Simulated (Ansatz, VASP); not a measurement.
**MoS: VASP beside Ansatz**

```
CELL_PARAMETERS angstrom
0.00000 2.97238 2.97238
2.97238 0.00000 2.97238
2.97238 2.97238 0.00000
ATOMIC_POSITIONS crystal
Mo 0.00000 0.00000 0.00000
S 0.25000 0.25000 0.25000
```

Alike in both runs: task single point; functional r2SCAN; k mesh 12 × 12 × 12; occupations gaussian, width 0.1 eV; collinear spin; Hubbard terms Mo d U = 4.38 eV.

|  | VASP | Ansatz |
| --- | --- | --- |
| version | VASP 6.6.1 | Ansatz 0.2.0 |
| potentials or method | VASP PAW PBE potentials, release 64 (Mo_sv, S), cutoff 520 eV | scalar-relativistic, plane waves, PAW |
| valence electrons in the cell | 20 | 20 |

Ansatz gave:

- gap on the k mesh at the Fermi level (eV): none
- pressure (GPa): 0.0
- net moment per atom (μB): 2.00
- size of the moment on the site where the two differ most (μB): 3.04

Question: Estimate VASP's values.

Answer: gap on the k mesh at the Fermi level (eV): none; pressure (GPa): -0.9; net moment per atom (μB): 2.00; size of the moment on the site where the two differ most (μB): 3.61.

VASP's potentials were made for PBE, not for r2SCAN. Site moments also hang on the region over which each program counts them. The programs project onto different local orbitals, so the same U acts differently, and such runs can settle in different states. A gap of «none» marks a metal or a gap that the smearing closes. Ansatz's warnings: filled band counts differ across k points, stability check not made.
